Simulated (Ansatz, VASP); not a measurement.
Two plane-wave programs on PtPb

File INCAR:

```
PREC     = Accurate       # precision mode
ENCUT    = 520            # plane-wave cutoff, eV
EDIFF    = 1E-8           # SCF threshold, eV
ISMEAR   = -1             # smearing method
SIGMA    = 0.05           # smearing width, eV
LREAL    = False          # projectors in reciprocal space
LASPH    = True           # aspherical terms in the spheres
NELM     = 60             # most SCF steps
ALGO     = Normal         # electronic algorithm
ISIF     = 2              # what is computed and relaxed
LWAVE    = False          # write WAVECAR
LCHARG   = False          # write CHGCAR
GGA      = CA             # functional
LEFG     = True         
NBANDS   = 32             # bands
```

Contents of KPOINTS:

```
regular mesh
0
Gamma
  10 10 7
```

File POSCAR:

```
PtPb
1.0
    4.3333553933      0.0000000000      0.0000000000
   -2.1666776967      3.7527958542      0.0000000000
    0.0000000000      0.0000000000      5.5630075591
Pt Pb
2 2
Direct
    0.3333333333      0.6666666667      0.2500000000
    0.6666666667      0.3333333333      0.7500000000
    0.0000000000      0.0000000000      0.0000000000
    0.0000000000      0.0000000000      0.5000000000
```

Input for Ansatz:

```yaml
crystal:
  lattice:
    - [4.3333553933, 0.0, 0.0]
    - [-2.1666776967, 3.7527958542, 0.0]
    - [0.0, 0.0, 5.5630075591]
  atoms:
    - { symbol: Pt, position: [0.3333333333, 0.6666666667, 0.25] }
    - { symbol: Pt, position: [0.6666666667, 0.3333333333, 0.75] }
    - { symbol: Pb, position: [0.0, 0.0, 0.0] }
    - { symbol: Pb, position: [0.0, 0.0, 0.5] }
kpoints:
  mp_grid: { grid: [10, 10, 7] }
scf:
  occupations: { method: fermi_dirac, width: 0.05 }
hamiltonian:
  xc: lda
  pseudopotentials: { kind: paw }
output:
  forces: true
  stress: true
  eigenvalues: true
  efg: { contact_densities: true }
  write_density: true
  write_potential: true
  elf: true
  volumetric_format: npy
```

Change from the starting cell: volume scaled by 1.06, PAW files.

Alike in both runs: task electric field gradients; functional LDA; k mesh 10 × 10 × 7; occupations fermi-dirac, width 0.05 eV; no spin polarisation.

|  | VASP | Ansatz |
| --- | --- | --- |
| version | VASP 6.6.1 | Ansatz 0.2.0 |
| potentials or method | VASP PAW LDA potentials, release 64 (Pt, Pb_d) | PAW with Ansatz's default frozen-core files, scalar-relativistic |
| plane-wave cutoff (eV) | 520 | 420 |
| valence electrons in the cell | 48 | 64 |

|  | VASP | Ansatz | Ansatz less VASP |
| --- | --- | --- | --- |
| pressure (GPa) | 0.1 | -0.1 | -0.20 |
| traceless stress, the component that is largest in VASP (GPa) | 15.36 | 15.43 | +0.065 |
| size of Vzz on the site where it differs most (V/Å²) | 9.3 | 71.0 | +61.71 |

LDA's correlation is that of Perdew and Zunger in VASP and of Perdew and Wang (1992) in Ansatz. One of these differences is far larger than is usual between the two programs; its cause wasn't traced. VASP's potentials hold 48 valence electrons a cell and Ansatz's 64, so a difference there can come from the potentials and not from the codes.

Spin-orbit coupling is off throughout.
